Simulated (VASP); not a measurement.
# Si4C (R-3m) in VASP: notebook

Runs on Si4C. Level: PBE. Tasks: single point, relaxation of cell and atoms.

Program: VASP 6.6.1. These are calculated values, not measurements. Logs are shortened: lines on timing, memory, paths and dates and some standing lists are left out, and cuts for length are marked.

### 1 The cell of the first run

The structure is trigonal, space group R-3m (No. 166). Conventional cell: a = 5.266 Å, b = 5.266 Å, c = 8.208 Å, α = 90.00°, β = 90.00°, γ = 120.00°. Si (site symmetry -3m) has 12 Si at 2.63 to 3.13 Å and 6 C at 3.33 Å within 3.5 Å. Si (site symmetry 2/m) has 2 C at 2.05 Å and 6 Si at 2.63 Å within 2.7 Å. C (site symmetry -3m) has 6 Si at 2.05 Å within 2.7 Å.

The cell was generated, and may not be a known phase.

### 2 Single point, PBE

Contents of INCAR:

```
SYSTEM = Si4C
ALGO = Normal
EDIFF = 1E-6
ENCUT = 520
GGA = PE
ISIF = 2
ISMEAR = 0
LASPH = .TRUE.
LCHARG = .FALSE.
LREAL = .FALSE.
LWAVE = .FALSE.
NBANDS = 18
NELM = 60
PREC = Accurate
SIGMA = 0.1
```

Contents of KPOINTS:

```
k-points
0
G
  12 12 12
  0 0 0
```

Contents of POSCAR:

```
Si4C
1.0
    2.6329424343      1.5201300232      2.7361361662
   -2.6329424343      1.5201300232      2.7361361662
    0.0000000000     -3.0402600464      2.7361361662
Si C
4 1
Direct
    0.5000000000      0.5000000000      0.5000000000
    0.0000000000      0.0000000000      0.5000000000
    0.5000000000      0.0000000000      0.0000000000
    0.0000000000      0.5000000000      0.0000000000
    0.0000000000      0.0000000000      0.0000000000
```

Potentials or basis: VASP PAW PBE potentials, release 64 (Si, C).

Command:

```
cat potpaw_PBE.64/Si/POTCAR potpaw_PBE.64/C/POTCAR > POTCAR
mpirun -np 1 vasp_std > vasp.out
```

OUTCAR:

```text
SYSTEM = Si4C
   EDIFF = 1E-6
   ENCUT = 520
   GGA = PE
   ISIF = 2
   ISMEAR = 0
   LASPH = .TRUE.
   LREAL = .FALSE.
   NELM = 60
   PREC = Accurate

 ion  position               nearest neighbor table
   1  0.500  0.500  0.500-   3 2.63   4 2.63   3 2.63   4 2.63   2 2.63   2 2.63   2 3.13   2 3.13
                             3 3.13   4 3.13   4 3.13   3 3.13
   2  0.000  0.000  0.500-   5 2.05   5 2.05   4 2.63   3 2.63   4 2.63   3 2.63   1 2.63   1 2.63
                             1 3.13   1 3.13   3 3.13   4 3.13   3 3.13   4 3.13
   3  0.500  0.000  0.000-   5 2.05   5 2.05   2 2.63   1 2.63   2 2.63   1 2.63   4 2.63   4 2.63
                             4 3.13   4 3.13   2 3.13   1 3.13   2 3.13   1 3.13
   4  0.000  0.500  0.000-   5 2.05   5 2.05   2 2.63   2 2.63   1 2.63   1 2.63   3 2.63   3 2.63
                             3 3.13   3 3.13   2 3.13   1 3.13   1 3.13   2 3.13
   5  0.000  0.000  0.000-   2 2.05   2 2.05   4 2.05   3 2.05   4 2.05   3 2.05

  LATTYP: Found a trigonal (rhomboedric) cell.
 ALAT       =     4.0901860923
 COS(alpha) =     0.1712441858

  Lattice vectors:

 A1 = (   2.6329424343,   1.5201300232,   2.7361361662)
 A2 = (  -2.6329424343,   1.5201300232,   2.7361361662)
 A3 = (   0.0000000000,  -3.0402600464,   2.7361361662)

Analysis of symmetry for initial positions (statically):
=====================================================================
 Subroutine PRICEL returns:
 Original cell was already a primitive cell.

 Routine SETGRP: Setting up the symmetry group for a
 trigonal (rhombohedral) supercell.

 Subroutine GETGRP returns: Found 12 space group operations
 (whereof 12 operations were pure point group operations)
 out of a pool of 12 trial point group operations.

The static configuration has the point symmetry D_3d.

Analysis of symmetry for dynamics (positions and initial velocities):
=====================================================================
 Subroutine PRICEL returns:
 Original cell was already a primitive cell.

 Routine SETGRP: Setting up the symmetry group for a
 trigonal (rhombohedral) supercell.

 Subroutine GETGRP returns: Found 12 space group operations
 (whereof 12 operations were pure point group operations)
 out of a pool of 12 trial point group operations.

The dynamic configuration has the point symmetry D_3d.

 Subroutine INISYM returns: Found 12 space group operations
 (whereof 12 operations are pure point group operations),
 and found     1 'primitive' translations

----------------------------------------------------------------------------------------

                                     Primitive cell

  volume of cell :      65.7069

  direct lattice vectors                    reciprocal lattice vectors
     2.632942434  1.520130023  2.736136166     0.189901607  0.109639744  0.121826296
    -2.632942434  1.520130023  2.736136166    -0.189901607  0.109639744  0.121826296
     0.000000000 -3.040260046  2.736136166     0.000000000 -0.219279488  0.121826296

  length of vectors
     4.090186092  4.090186092  4.090186092     0.250848839  0.250848839  0.250848839

  position of ions in fractional coordinates (direct lattice)
     0.500000000  0.500000000  0.500000000
     0.000000000  0.000000000  0.500000000
     0.500000000  0.000000000  0.000000000
     0.000000000  0.500000000  0.000000000
     0.000000000  0.000000000  0.000000000

  ion indices of the primitive-cell ions
   primitive index   ion index
                 1           1
                 2           2
                 3           3
                 4           4
                 5           5

----------------------------------------------------------------------------------------

 KPOINTS: k-points

Automatic generation of k-mesh.
 Grid dimensions read from file:
 generate k-points for:   12   12   12

 Generating k-lattice:

  Cartesian coordinates                     Fractional coordinates (reciprocal lattice)
     0.015825134  0.009136645  0.010152191     0.083333333  0.000000000 -0.000000000
    -0.015825134  0.009136645  0.010152191     0.000000000  0.083333333 -0.000000000
     0.000000000 -0.018273291  0.010152191    -0.000000000 -0.000000000  0.083333333

  Length of vectors
     0.020904070  0.020904070  0.020904070

  Shift w.r.t. Gamma in fractional coordinates (k-lattice)
     0.000000000  0.000000000  0.000000000

 Subroutine IBZKPT returns following result:
 ===========================================

 Found    189 irreducible k-points:

 Following reciprocal coordinates:
            Coordinates               Weight
  0.000000  0.000000  0.000000      1.000000
  0.083333  0.000000  0.000000      6.000000
  0.166667 -0.000000  0.000000      6.000000
  0.250000 -0.000000  0.000000      6.000000
  0.333333 -0.000000  0.000000      6.000000
  0.416667  0.000000  0.000000      6.000000
[... 16 lines left out ...]
  0.500000  0.166667  0.000000     12.000000
 -0.416667  0.166667 -0.000000     12.000000
 [... further k-points ...]
   k-points           NKPTS =    189   k-points in BZ     NKDIM =    189   number of bands    NBANDS=     18
   number of dos      NEDOS =    301   number of ions     NIONS =      5
   total plane-waves  NPLWV =  27000
   dimension x,y,z NGX =    30 NGY =   30 NGZ =   30
   dimension x,y,z NGXF=    60 NGYF=   60 NGZF=   60
   ions per type =               4   1
   NGX,Y,Z   is equivalent  to a cutoff of  12.19, 12.19, 12.19 a.u.
   NGXF,Y,Z  is equivalent  to a cutoff of  24.39, 24.39, 24.39 a.u.
 SYSTEM =  Si4C
   PREC   = accura    normal or accurate (medium, high low for compatibility)
   ISTART =      0    job   : 0-new  1-cont  2-samecut
   ICHARG =      2    charge: 1-file 2-atom 10-const
   ISPIN  =      1    spin polarized calculation?
   LNONCOLLINEAR =      F non collinear calculations
   LSORBIT =      F    spin-orbit coupling
   LASPH  =      T    aspherical Exc in radial PAW
   ENCUT  =  520.0 eV  38.22 Ry    6.18 a.u.   7.61  7.61  7.61*2*pi/ulx,y,z
   NELM   =     60;   NELMIN=  2; NELMDL= -5     # of ELM steps
   EDIFF  = 0.1E-05   stopping-criterion for ELM
   LREAL  =      F    real-space projection
   EDIFFG = 0.1E-04   stopping-criterion for IOM
   NSW    =      0    number of steps for IOM
   IBRION =     -1    ionic relax: 0-MD 1-quasi-New 2-CG
   NFREE  =      0    steps in history (QN), initial steepest desc. (CG)
   ISIF   =      2    stress and relaxation
   ISYM   =      2    0-nonsym 1-usesym 2-fastsym
   POTIM  = 0.5000    time-step for ionic-motion
   TEBEG  =    0.0;   TEEND  =   0.0 temperature during run
   PSTRESS=    0.0 pullay stress
   NELECT =      20.0000    total number of electrons
   NUPDOWN=      -1.0000    fix difference up-down
   EMIN   =  10.00;   EMAX   =-10.00  energy-range for DOS
   EFERMI =   0.00;   METHOD = LEGACY
   ISMEAR =     0;   SIGMA  =   0.10  broadening in eV -4-tet -1-fermi 0-gaus
   EFERMI_NEDOS =   21; number of points for ismear=-14 and -15
   IALGO  =     38    algorithm
   IMIX   =      4    mixing-type and parameters
     AMIX     =   0.40;   BMIX     =  1.00
     AMIX_MAG =   1.60;   BMIX_MAG =  1.00
  volume/ion in A,a.u.               =      13.14        88.68
  Fermi-wavevector in a.u.,A,eV,Ry     =   1.101238  2.081038 16.500124  1.212725
  Thomas-Fermi vector in A             =   2.237662
   LORBIT       =      0    0 simple, 1 ext, 2 COOP (PROOUT), +10 PAW based schemes
   GGA     = PE    functional components
   LHFCALC =     F    Hartree Fock is set to
   AEXX    =    0.0000 exact exchange contribution
   IVDW    =     0    specifies the selected vdW correction
   LEPSILON=     F    determine dielectric tensor
   LRPA    =     F    only Hartree local field effects (RPA)
 non-spin polarized calculation
 Gauss-broadening in eV      SIGMA  =   0.10
  energy-cutoff  :      520.00
  volume of cell :       65.71
 maximum number of plane-waves:      1786
   NGX = 15   NGY = 15   NGZ = 15

 number of electron      20.0000001 magnetization

 Free energy of the ion-electron system (eV)
  ---------------------------------------------------
  ext. energy  EPLUGINS =         0.00000000
  ---------------------------------------------------
  free energy    TOTEN  =       -26.56601247 eV

  energy without entropy =      -26.55597462  energy(sigma->0) =      -26.56099355

 E-fermi :   9.7135     XC(G=0): -11.1844

 val. band max:        9.7078286389   @ k =   0.4167   0.1667   0.0833
 cond. band min:       9.7136798592   @ k =  -0.3333   0.1667   0.0833
 fundamental gap:      0.0058512203
 Fermi energy:         9.7135235782

 k-point     1 :       0.0000    0.0000    0.0000
  band No.  band energies     occupation
      1      -6.3676      2.00000
      2       1.0052      2.00000
      3       1.6207      2.00000
      4       2.5694      2.00000
      5       2.5694      2.00000
      6       4.6933      2.00000
[... 10 lines left out ...]
     17      14.9527      0.00000
     18      15.4180      0.00000

 k-point     2 :       0.0833    0.0000    0.0000
  band No.  band energies     occupation
      1      -6.3209      2.00000
      2       0.6658      2.00000
      3       1.6292      2.00000
      4       2.5873      2.00000
      5       2.6023      2.00000
      6       4.7279      2.00000
[... 10 lines left out ...]
     17      14.5825      0.00000
     18      15.7627      0.00000

 k-point     3 :       0.1667   -0.0000    0.0000
  band No.  band energies     occupation
      1      -6.1845      2.00000
      2      -0.0844      2.00000
      3       1.6498      2.00000
      4       2.7017      2.00000
      5       2.7270      2.00000
      6       4.8021      2.00000
[... 412 lines left out ...]
 k-point    23 :       0.5000    0.1667    0.0000
  band No.  band energies     occupation
      1      -5.2289      2.00000
      2      -2.1727      2.00000
      3       0.8820      2.00000
      4       2.6874      2.00000
      5       3.6870      2.00000
      6       4.6845      2.00000
[... 10 lines left out ...]
     17      14.8295      0.00000
     18      16.3115      0.00000

 k-point    24 :      -0.4167    0.1667   -0.0000
  band No.  band energies     occupation
      1      -5.2798      2.00000
      2      -2.0607      2.00000
      3       0.5905      2.00000
      4       2.9413      2.00000
      5       3.7232      2.00000
      6       4.7030      2.00000
[... 10 lines left out ...]
     17      15.2079      0.00000
     18      15.5500      0.00000

 [... further k-points ...]

------------------------ aborting loop because EDIFF is reached ----------------------------------------

  FORCE on cell =-STRESS in cart. coord.  units (eV):
  Direction    XX          YY          ZZ          XY          YZ          ZX
  --------------------------------------------------------------------------------------
  -------------------------------------------------------------------------------------
  Total       -0.0053730     -0.0053730      0.0431529      0.0000000     -0.0000000      0.0000000
  in kB       -0.1310124     -0.1310124      1.0522279      0.0000000     -0.0000000      0.0000000
  external PRESSURE =       0.2634010 kB  Pullay stress =       0.0000000 kB

 VOLUME and BASIS-vectors are now :
 -----------------------------------------------------------------------------
  energy-cutoff  :      520.00
  volume of cell :       65.71
      direct lattice vectors                 reciprocal lattice vectors
     2.632942434  1.520130023  2.736136166     0.189901607  0.109639744  0.121826296
    -2.632942434  1.520130023  2.736136166    -0.189901607  0.109639744  0.121826296
     0.000000000 -3.040260046  2.736136166     0.000000000 -0.219279488  0.121826296

 POSITION                                       TOTAL-FORCE (eV/Angst)
 -----------------------------------------------------------------------------------
      0.00000      0.00000      4.10420        -0.000000      0.000000      0.000000
      0.00000     -1.52013      1.36807        -0.000000     -0.000000     -0.000000
      1.31647      0.76007      1.36807         0.000000     -0.000000     -0.000000
     -1.31647      0.76007      1.36807         0.000000     -0.000000      0.000000
      0.00000      0.00000      0.00000        -0.000000      0.000000      0.000000
 -----------------------------------------------------------------------------------
    total drift:                                0.000000     -0.000000     -0.000000

  FREE ENERGIE OF THE ION-ELECTRON SYSTEM (eV)
  ---------------------------------------------------
  free  energy   TOTEN  =       -26.5660124748 eV

  energy  without entropy=      -26.5559746240  energy(sigma->0) =      -26.56099355
```

Wall time 76 s (1 thread of Intel Xeon 6975P-C (Granite Rapids), shared host); peak memory 0.29 GiB.

Results:

* Free energy: -26.5660 eV
* Pressure: 0.0 GPa
* Band gap on the k mesh: zero (bands 10 and 11 overlap by 4.00 eV)

Stress tensor (GPa, compression positive):
```
-0.01  0.00  0.00
 0.00 -0.01  0.00
 0.00  0.00  0.11
```

### 3 Relaxation of cell and atoms, PBE

This run uses another cell than the first one, of 13.17 Å³/atom.

Contents of INCAR:

```
PREC     = Accurate       # precision mode
ENCUT    = 600            # plane-wave cutoff, eV
EDIFF    = 1E-6           # SCF threshold, eV
ISMEAR   = 0              # smearing method
SIGMA    = 0.1            # smearing width, eV
LREAL    = F              # projectors in reciprocal space
LASPH    = T              # aspherical terms in the spheres
NELM     = 100            # most SCF steps
ALGO     = Normal         # electronic algorithm
ISIF     = 3              # what is computed and relaxed
LWAVE    = F              # write WAVECAR
LCHARG   = F              # write CHGCAR
GGA      = PE             # functional
IBRION   = 2              # ionic algorithm
NSW      = 100            # ionic steps
EDIFFG   = -0.01          # ionic threshold
```

Contents of KPOINTS:

```
regular mesh
0
Gamma
  12 12 12
```

POSCAR: that of step 2 with these lines changed.

```diff
@@ -2,5 +2,5 @@
 1.0
-    2.6329424343      1.5201300232      2.7361361662
-   -2.6329424343      1.5201300232      2.7361361662
-    0.0000000000     -3.0402600464      2.7361361662
+    2.6253957150      1.5157729228      2.7588004272
+   -2.6253957150      1.5157729228      2.7588004272
+    0.0000000000     -3.0315458455      2.7588004272
 Si C
```

Potentials or basis: VASP PAW PBE potentials, release 64 (Si, C).

Command:

```
cat potpaw_PBE.64/Si/POTCAR potpaw_PBE.64/C/POTCAR > POTCAR
mpirun -np 1 vasp_std > vasp.out
```

Run time: 3.5 min. Hardware: 1 thread of Intel Xeon 6975P-C (Granite Rapids), shared host; peak memory 0.33 GiB.

Results (log left out):

```yaml
Free_energy: -26.5673 eV
Relaxed_volume: 13.13 Å³/atom
Relaxed_cell: a = 4.090 Å, b = 4.090 Å, c = 4.090 Å, α = 80.09°, β = 80.09°, γ = 80.09°
Space_group_after_relaxing_to_0.1_Å: R-3m (No. 166)
Energy_gained_by_relaxing: 0.4 meV/atom
Ionic_steps: 4
Pressure_after_relaxing: 0.1 GPa
Band_gap_on_the_k_mesh: zero (bands 10 and 11 overlap by 4.00 eV)
```

The path:
| step | energy change (eV) | largest force (eV/Å) | pressure (GPa) | volume (Å³) |
| --- | --- | --- | --- | --- |
| 1 | 0.0000 | 0.0000 | -0.13 | 65.87 |
| 2 | -0.0012 | 0.0000 | -0.02 | 65.77 |
| 3 | -0.0017 | 0.0000 | 0.08 | 65.68 |
| 4 | -0.0018 | 0.0000 | 0.10 | 65.66 |

Final structure:
```cif
data_structure
_symmetry_space_group_name_H-M 'P 1'
_symmetry_Int_Tables_number 1
_cell_length_a 4.0897
_cell_length_b 4.0897
_cell_length_c 4.0897
_cell_angle_alpha 80.093
_cell_angle_beta 80.093
_cell_angle_gamma 80.093
_cell_volume 65.66
loop_
_atom_site_label
_atom_site_type_symbol
_atom_site_fract_x
_atom_site_fract_y
_atom_site_fract_z
_atom_site_occupancy
Si1 Si 0.50000 0.50000 0.50000 1
Si2 Si 0.00000 0.00000 0.50000 1
Si3 Si 0.50000 0.00000 0.00000 1
Si4 Si 0.00000 0.50000 0.00000 1
C1 C 0.00000 0.00000 0.00000 1
```

Levels at points of the mesh, in eV from the Fermi level:
| k point | band 7 | band 8 | band 9 | band 10 | band 11 | band 12 | band 13 | band 14 |
| --- | --- | --- | --- | --- | --- | --- | --- | --- |
| (0.00, 0.00, 0.00) | -5.02 | -1.86 | -1.86 | -1.38 | -0.81 | 2.94 | 2.94 | 2.94 |
| (0.50, 0.00, 0.00) | -4.54 | -2.02 | -1.68 | -1.10 | -0.84 | 0.70 | 2.50 | 3.67 |
| (0.50, 0.50, 0.00) | -2.13 | -1.90 | -0.92 | -0.92 | -0.57 | 0.89 | 2.84 | 3.40 |
| (0.50, 0.50, 0.50) | -6.29 | -6.29 | 0.21 | 2.12 | 2.12 | 2.98 | 4.15 | 4.15 |
